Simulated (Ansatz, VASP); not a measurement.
**MnHg in VASP and in Ansatz**

File INCAR:

```
PREC     = Accurate       # precision mode
ENCUT    = 600            # plane-wave cutoff, eV
EDIFF    = 1E-6           # SCF threshold, eV
ISMEAR   = -1             # smearing method
SIGMA    = 0.05           # smearing width, eV
LREAL    = False          # projectors in reciprocal space
LASPH    = True           # aspherical terms in the spheres
NELM     = 150            # most SCF steps
ALGO     = Normal         # electronic algorithm
ISIF     = 3              # what is computed and relaxed
LWAVE    = False          # write WAVECAR
LCHARG   = False          # write CHGCAR
ISPIN    = 2              # spin polarisation
MAGMOM   = 4 0            # initial moments
LORBIT   = 11             # projections on sites
LMAXMIX  = 4              # l up to which the mixer works
GGA      = PE             # functional
IBRION   = 2              # ionic algorithm
NSW      = 100            # ionic steps
EDIFFG   = -0.005         # ionic threshold
```

KPOINTS

```
Automatic mesh
0
Gamma
  10 10 10
```

The input POSCAR:

```
MnHg
1.0
    3.2815128620      0.0000000000      0.0000000000
    0.0000000000      3.2815128620      0.0000000000
    0.0000000000      0.0000000000      3.2815128620
Mn Hg
1 1
Direct
    0.5000000000      0.5000000000      0.5000000000
    0.0000000000      0.0000000000      0.0000000000
```

Input for Ansatz:

```yaml
crystal:
  lattice:
    - [3.281512862, 0.0, 0.0]
    - [0.0, 3.281512862, 0.0]
    - [0.0, 0.0, 3.281512862]
  atoms:
    - { symbol: Mn, position: [0.5, 0.5, 0.5], spin: 4.0 }
    - { symbol: Hg, position: [0.0, 0.0, 0.0] }
magnetization:
  spin_polarized: true
kpoints:
  mp_grid: { grid: [10, 10, 10] }
scf:
  occupations: { method: fermi_dirac, width: 0.05 }
hamiltonian:
  xc: pbe
  pseudopotentials: { kind: all_electron, lapw: { basis_error: 0.001 } }
output:
  forces: true
  stress: true
relax:
  f_tol: 0.005
  max_steps: 80
  cell: {}
```

Alike in both runs: task relaxation of cell and atoms; functional PBE; k mesh 10 × 10 × 10; occupations fermi-dirac, width 0.05 eV; collinear spin.

```csv
,VASP,Ansatz
version,VASP 6.6.1,Ansatz 0.2.0
potentials or method,"VASP PAW PBE potentials, release 64 (Mn_pv, Hg), cutoff 600 eV","all-electron LAPW, scalar-relativistic"
```

Ansatz gave:

- net moment per atom (μB): 1.96
- size of the moment on the site where the two differ most (μB): 3.93
- relaxed volume (Å³/atom): 18.34
- relaxed cell length with the largest relative difference (Å): 3.323

Problem. Which values does VASP return?

Solution. net moment per atom (μB): 1.97; size of the moment on the site where the two differ most (μB): 3.85; relaxed volume (Å³/atom): 18.44; relaxed cell length with the largest relative difference (Å): 3.328.

Site moments also hang on the region over which each program counts them. Ansatz ran all-electron here, and VASP with PAW potentials.

Neither program's run includes spin-orbit coupling.
